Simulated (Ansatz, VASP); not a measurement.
# Fe2Ru in VASP and in Ansatz

```
Fe Ru
1.0
     0.00000    3.29328    3.29328
     3.29328    0.00000    3.29328
     3.29328    3.29328    0.00000
Fe Ru
4 2
Direct
  0.12500 0.12500 0.12500
  0.62500 0.12500 0.12500
  0.12500 0.12500 0.62500
  0.12500 0.62500 0.12500
  0.50000 0.50000 0.50000
  0.75000 0.75000 0.75000
```

Alike in both runs: functional PBE; k mesh 10 × 10 × 10; occupations gaussian, width 0.1 eV; collinear spin.

Ansatz relaxed the structure, and its values are those at the end. VASP's run is a single point on that final structure, the one shown.

|  | VASP | Ansatz |
| --- | --- | --- |
| version | VASP 6.6.1 | Ansatz 0.2.0 |
| potentials or method | VASP PAW PBE potentials, release 64 (Fe, Ru_pv), cutoff 520 eV | scalar-relativistic, plane waves, PAW |
| valence electrons in the cell | 60 | 96 |

|  | VASP | Ansatz | Ansatz less VASP |
| --- | --- | --- | --- |
| gap on the k mesh at the Fermi level (eV) | none | none | - |
| pressure (GPa) | -0.4 | 0.0 | +0.42 |
| net moment per atom (μB) | 1.00 | 1.00 | -0.002 |
| size of the moment on the site where the two differ most (μB) | 0.32 | 0.28 | -0.032 |

Site moments also hang on the region over which each program counts them. A gap of «none» marks a metal or a gap that the smearing closes. With one functional, cell and mesh, what is left measures potentials, basis and numerics. VASP's potentials hold 60 valence electrons a cell and Ansatz's 96, so a difference there can come from the potentials and not from the codes.
